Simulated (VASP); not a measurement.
**Al5Co3Ni2: single point with PBE**

The system is Al5Co3Ni2.

```
CELL_PARAMETERS angstrom
2.84559 0.00000 0.00000
0.00000 2.84559 0.00000
0.00000 0.00000 14.58298
ATOMIC_POSITIONS crystal
Al 0.50000 0.50000 0.00000
Al 0.50000 0.50000 0.20402
Al 0.50000 0.50000 0.40145
Al 0.50000 0.50000 0.59855
Al 0.50000 0.50000 0.79598
Co 0.00000 0.00000 0.30307
Co 0.00000 0.00000 0.69693
Co 0.00000 0.00000 0.50000
Ni 0.00000 0.00000 0.89703
Ni 0.00000 0.00000 0.10297
```

```yaml
Program: VASP 6.6.1
Task: single point
Functional: PBE
Potentials_or_basis: VASP PAW PBE potentials, release 64 (Al, Co, Ni)
Cutoff: 520 eV
k_mesh: 8 × 8 × 2
Occupations: gaussian, width 0.2 eV
Spin: no spin polarisation
```

| Item | Value |
| --- | --- |
| Pressure | 0.2 GPa |
| Largest force | 0.013 eV/Å |
| Band gap on the k mesh | zero (bands 31 and 32 overlap by 1.10 eV) |

Forces in eV/Å, atoms in the order of the input:
```
Al   0.000  0.000  0.000
Al   0.000  0.000  0.007
Al   0.000  0.000 -0.013
Al   0.000  0.000  0.013
Al   0.000  0.000 -0.007
Co   0.000  0.000  0.007
Co   0.000  0.000 -0.007
Co   0.000  0.000  0.000
Ni   0.000  0.000  0.002
Ni   0.000  0.000 -0.002
```

Levels at points of the mesh, in eV from the Fermi level:
```csv
k point,band 27,band 28,band 29,band 30,band 31,band 32,band 33,band 34,band 35,band 36
"(0.00, 0.00, 0.00)",-0.89,-0.75,-0.71,-0.68,-0.48,0.19,1.84,1.84,5.25,6.08
"(0.50, 0.00, 0.00)",-1.46,-1.27,-1.02,-0.77,-0.75,-0.57,-0.04,0.14,0.24,2.21
"(0.50, 0.50, 0.00)",-0.43,-0.43,-0.17,-0.15,-0.14,1.60,1.60,1.67,1.67,1.83
"(0.00, 0.00, 0.50)",-0.90,-0.75,-0.71,-0.68,-0.47,0.53,0.57,3.63,4.01,6.31
"(0.50, 0.00, 0.50)",-1.46,-1.29,-1.00,-0.78,-0.77,-0.56,-0.06,0.16,0.23,1.93
"(0.50, 0.50, 0.50)",-0.17,-0.15,-0.14,0.53,0.53,0.58,0.58,1.83,2.17,2.22
```

Wall time 6.3 min on 1 thread of AMD EPYC 7R13, with other jobs on the host, peak memory 0.29 GiB.

Caveat: the run has no spin polarisation, though such a crystal can be magnetic. Spin polarisation is off, so any magnetic state and its effect on volume and gap are missing.
